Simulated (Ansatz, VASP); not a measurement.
**W: VASP beside Ansatz**

INCAR

```
SYSTEM = W
PREC = Accurate ; ENCUT = 500
EDIFF = 1E-6 ; ISMEAR = -1
SIGMA = 0.08 ; LREAL = .FALSE.
LASPH = .TRUE. ; NELM = 120
ALGO = Normal ; ISIF = 2
LWAVE = .FALSE. ; LCHARG = .TRUE.
GGA = CA ; LELF = .TRUE.
LVHAR = .TRUE. ; NBANDS = 13
GGA_COMPAT = .FALSE.
```

File KPOINTS:

```
Automatic mesh
0
G
  16 16 16
  0 0 0
```

Contents of POSCAR:

```
W
1.0
    0.0000000000      1.9862677501      1.9862677501
    1.9862677501      0.0000000000      1.9862677501
    1.9862677501      1.9862677501      0.0000000000
W
1
Direct
    0.0000000000      0.0000000000      0.0000000000
```

Input for Ansatz:

```yaml
crystal:
  lattice:
    - [0.0, 1.9862677501, 1.9862677501]
    - [1.9862677501, 0.0, 1.9862677501]
    - [1.9862677501, 1.9862677501, 0.0]
  atoms:
    - { symbol: W, position: [0.0, 0.0, 0.0] }
kpoints:
  mp_grid: { grid: [16, 16, 16] }
scf:
  occupations: { method: fermi_dirac, width: 0.08 }
hamiltonian:
  xc: lda
  pseudopotentials: { kind: all_electron, datasets: crystal }
output:
  forces: true
  stress: true
  eigenvalues: true
```

Change from the starting cell: volume scaled by 1, crystal datasets.

Alike in both runs: task single point; functional LDA; k mesh 16 × 16 × 16; occupations fermi-dirac, width 0.08 eV; no spin polarisation.

|  | VASP | Ansatz |
| --- | --- | --- |
| version | VASP 6.6.1 | Ansatz 0.2.0 |
| potentials or method | VASP PAW LDA potentials, release 64 (W_sv), cutoff 500 eV | all-electron PAW with datasets made for the crystal, scalar-relativistic |

|  | VASP | Ansatz | Ansatz less VASP |
| --- | --- | --- | --- |
| pressure (GPa) | 1.8 | 0.0 | -1.83 |

LDA's correlation is that of Perdew and Zunger in VASP and of Perdew and Wang (1992) in Ansatz. Ansatz ran all-electron here, and VASP with PAW potentials.

Spin-orbit coupling is off throughout.
